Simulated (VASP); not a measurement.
Input of a VASP 6.6.1 run:

POSCAR

```
Ir
1.0
    0.0000000000      1.9411115108      1.9411115108
    1.9411115108      0.0000000000      1.9411115108
    1.9411115108      1.9411115108      0.0000000000
Ir
1
Direct
    0.0000000000      0.0000000000      0.0000000000
```

INCAR.step1

```
  PREC = Accurate
  ENCUT = 520
  ISMEAR = 0
  SIGMA = 0.1
  LREAL = F
  LASPH = T
  NELM = 100
  NBANDS = 10
  GGA = PE
  ALGO = Normal
  EDIFF = 1E-4
  LWAVE = T
  LCHARG = F
```

The input INCAR.step2:

```
  PREC = Accurate
  ENCUT = 520
  EDIFF = 1E-7
  ISMEAR = 0
  SIGMA = 0.1
  LREAL = F
  LASPH = T
  NELM = 100
  ALGO = Normal
  ISIF = 2
  LWAVE = F
  LCHARG = F
  METAGGA = R2SCAN
  LMIXTAU = T
  NBANDS = 10
  ISTART = 1
```

KPOINTS

```
regular mesh
0
Gamma
  18 18 18
```

Potentials or basis: VASP PAW PBE potentials, release 64 (Ir).

Run with:

```sh
$ cat potpaw_PBE.64/Ir/POTCAR > POTCAR
$ cp INCAR.step1 INCAR
$ mpirun -np 1 vasp_std > vasp.out
$ cp INCAR.step2 INCAR
$ mpirun -np 1 vasp_std > vasp.out
```

Estimate the pressure.

-8.2 GPa.

Caveat: the PAW data sets were made with another functional, which shifts forces and pressure a little.
